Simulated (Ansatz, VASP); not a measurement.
**Ta3HN3: VASP beside Ansatz**

Contents of INCAR:

```
ALGO = Normal ; DIPOL = 0.5 0.5 0.326
EDIFF = 1E-6 ; ENCUT = 520
GGA = PE ; IDIPOL = 3
ISIF = 2 ; ISMEAR = 0
ISPIN = 2 ; LASPH = T
LCHARG = T ; LDIPOL = T
LELF = T ; LMAXMIX = 4
LORBIT = 11 ; LREAL = F
LVACPOTAV = T ; LVHAR = T
LWAVE = F ; MAGMOM = 0 0 0 0 0 0 1
NBANDS = 38 ; NELM = 150
PREC = Accurate ; SIGMA = 0.1
```

Contents of KPOINTS:

```
k-points
0
Gamma
  9 9 1
```

File POSCAR:

```
Ta3HN3
1.0
    3.1228193035      0.0000000000      0.0000000000
    0.0000000000      3.1228193035      0.0000000000
    0.0000000000      0.0000000000     21.5908392430
Ta N H
3 3 1
Direct
    0.0000000000      0.0000000000      0.1852637572
    0.5000000000      0.5000000000      0.2890369107
    0.0000000000      0.0000000000      0.3832407719
    0.5000000000      0.5000000000      0.1852637572
    0.0000000000      0.0000000000      0.2843927699
    0.5000000000      0.5000000000      0.3978927890
    0.7500000000      0.7500000000      0.5576827796
```

Input for Ansatz:

```yaml
crystal:
  lattice:
    - [3.1228193035, 0.0, 0.0]
    - [0.0, 3.1228193035, 0.0]
    - [0.0, 0.0, 21.590839243]
  atoms:
    - { symbol: Ta, position: [0.0, 0.0, 0.1852637572] }
    - { symbol: "N", position: [0.5, 0.5, 0.1852637572] }
    - { symbol: Ta, position: [0.5, 0.5, 0.2890369107] }
    - { symbol: "N", position: [0.0, 0.0, 0.2843927699] }
    - { symbol: Ta, position: [0.0, 0.0, 0.3832407719] }
    - { symbol: "N", position: [0.5, 0.5, 0.397892789] }
    - { symbol: H, position: [0.75, 0.75, 0.5576827796], spin: 1.0 }
basis:
  ecutwfc: 420
kpoints:
  mp_grid: { grid: [9, 9, 1] }
hamiltonian:
  xc: pbe
  pseudopotentials: { kind: paw, azcp: { folder: soft_1 } }
scf:
  occupations: { method: gaussian, width: 0.1 }
output:
  forces: true
  eigenvalues: true
  populations: true
  write_density: true
  write_potential: true
  elf: true
  volumetric_format: npy
magnetization:
  spin_polarized: true
efield:
  axis: 3
  dipole_correction: true
  ramp_width: 0.04
```

Alike in both runs: task single point; functional PBE; k mesh 9 × 9 × 1; occupations gaussian, width 0.1 eV; collinear spin.

|  | VASP | Ansatz |
| --- | --- | --- |
| version | VASP 6.6.1 | Ansatz 0.2.0 |
| potentials or method | VASP PAW PBE potentials, release 64 (Ta_pv, N, H), cutoff 520 eV | scalar-relativistic, plane waves, PAW |
| valence electrons in the cell | 49 | 55 |

|  | VASP | Ansatz | Ansatz less VASP |
| --- | --- | --- | --- |
| gap on the k mesh at the Fermi level (eV) | none | none | - |
| rms of the force components (eV/Å) | 0.324 | 0.351 | +0.0267 |
| net moment per atom (μB) | 0.14 | 0.14 | +0.005 |
| size of the moment on the site where the two differ most (μB) | 0.38 | 0.86 | +0.473 |
| work function, face that differs most (eV) | 3.15 | 3.82 | +0.662 |

Site moments also hang on the region over which each program counts them. A gap of «none» marks a metal or a gap that the smearing closes. VASP's potentials hold 49 valence electrons a cell and Ansatz's 55, so a difference there can come from the potentials and not from the codes. Ansatz's warnings: vacuum density over bound, xc potential rough in thin density.

Spin-orbit coupling is off throughout.
